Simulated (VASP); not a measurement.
**Sn5H2: single point with PBEsol**

System: Sn5H2, a slab with vacuum.

```
Sn H
1.0
     9.25116    0.00000    0.00000
     0.00000    4.62558    0.00000
     0.00000    0.00000   20.40769
Sn H
10 4
Cartesian
  4.6256 0.0000 5.0161
  0.0000 0.0000 5.0161
  6.9384 0.0000 6.6515
  2.3128 0.0000 6.6515
  6.9937 2.3128 8.2342
  2.1230 2.3128 8.2022
  -0.0950 2.3128 10.0583
  4.5697 2.3128 9.5981
  1.1681 0.0000 10.9946
  4.0122 0.0000 10.9946
  4.7108 1.4040 4.0042
  4.7108 -1.4040 4.0042
  -0.0852 -1.4040 4.0042
  -0.0852 1.4040 4.0042
```

```
Program                : VASP 6.6.1
Task                   : single point
Functional             : PBEsol
Potentials or basis    : VASP PAW PBE potentials, release 64 (Sn_d, H)
Cutoff                 : 520 eV
k mesh                 : 3 × 6 × 1
Occupations            : gaussian, width 0.05 eV
Spin                   : no spin polarisation
Dipole correction      : yes
Further INCAR settings : ALGO = Normal; EDIFF = 1e-06; NBANDS = 85
```

- Largest force: 0.650 eV/Å
- Band gap on the k mesh: zero (bands 72 and 73 overlap by 0.38 eV)

Forces in eV/Å, atoms in the order of the input:
```
Sn  -0.007  0.000  0.138
Sn   0.000  0.000  0.066
Sn   0.192  0.000 -0.291
Sn  -0.170  0.000 -0.551
Sn   0.002  0.000 -0.001
Sn  -0.009  0.000 -0.014
Sn  -0.009  0.000 -0.003
Sn   0.012  0.000  0.008
Sn   0.006  0.000 -0.047
Sn  -0.014  0.000  0.650
H   -0.016 -0.012  0.022
H   -0.016  0.012  0.022
H    0.014  0.025  0.001
H    0.014 -0.025  0.001
```

Levels at points of the mesh, in eV from the Fermi level:
```
           k point  band 68  band 69  band 70  band 71  band 72  band 73  band 74  band 75  band 76  band 77
(0.00, 0.00, 0.00)    -1.22    -0.97    -0.84    -0.65    -0.40    -0.06     0.66     0.82     1.05     1.40
(0.00, 0.50, 0.00)    -1.62    -1.59    -1.23    -0.85    -0.54    -0.15     0.33     1.45     1.54     1.98
```

It took 12 min on 1 thread of AMD EPYC 9R45 96-Core Processor (Zen 5), with other jobs on the host, peak memory 0.96 GiB.

Caveat: the PAW data sets were made with another functional, which shifts forces and pressure a little; spin-orbit coupling is left out, which moves the levels of the heavy elements.
